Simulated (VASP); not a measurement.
The system is KI.

```xyz
2
Lattice="0.0000 3.5891 3.5891 3.5891 0.0000 3.5891 3.5891 3.5891 0.0000" Properties=species:S:1:pos:R:3 pbc="T T T"
K     0.0000    0.0000    0.0000
I     3.5891    3.5891    3.5891
```

```yaml
Program: VASP 6.6.1
Task: relaxation of cell and atoms
Functional: LDA
Potentials_or_basis: VASP PAW LDA potentials, release 64 (K_sv, I)
Cutoff: 500 eV
k_mesh: 6 × 6 × 6
Occupations: fermi-dirac, width 0.02 eV
Spin: no spin polarisation
```

At the start: pressure -1.7 GPa; volume 46.23 Å³/atom.

Question: How do energy, volume and symmetry change on relaxing?

Answer: Over 18 steps the energy falls by 38.9 meV/atom and the volume is 39.78 Å³/atom (-14.0 %); space group Fm-3m (No. 225, to 0.05 Å).

The path:
```csv
step,energy change (eV),largest force (eV/Å),pressure (GPa),volume (Å³)
1,0.0000,0.0000,-1.66,92.46
2,-0.0540,0.0000,-1.06,86.20
3,-0.0774,0.0000,-0.15,80.32
4,-0.0778,0.0000,0.03,79.42
5,-0.0778,0.0000,-0.03,79.67
6,-0.0778,0.0000,-0.02,79.66
7,-0.0778,0.0000,-0.03,79.66
8,-0.0778,0.0000,-0.02,79.66
9,-0.0778,0.0000,-0.02,79.66
10,-0.0778,0.0000,-0.02,79.66
11,-0.0778,0.0000,-0.02,79.66
12,-0.0778,0.0000,-0.02,79.66
13,-0.0778,0.0000,-0.02,79.66
14,-0.0778,0.0000,-0.02,79.65
15,-0.0778,0.0000,-0.02,79.65
16,-0.0778,0.0000,-0.02,79.63
17,-0.0778,0.0000,-0.02,79.60
18,-0.0778,0.0000,0.00,79.55
```

Final structure:
```cif
data_structure
_symmetry_space_group_name_H-M 'P 1'
_symmetry_Int_Tables_number 1
_cell_length_a 4.8275
_cell_length_b 4.8275
_cell_length_c 4.8275
_cell_angle_alpha 60.000
_cell_angle_beta 60.000
_cell_angle_gamma 60.000
_cell_volume 79.55
loop_
_atom_site_label
_atom_site_type_symbol
_atom_site_fract_x
_atom_site_fract_y
_atom_site_fract_z
_atom_site_occupancy
K1 K 0.00000 0.00000 0.00000 1
I1 I 0.50000 0.50000 0.50000 1
```
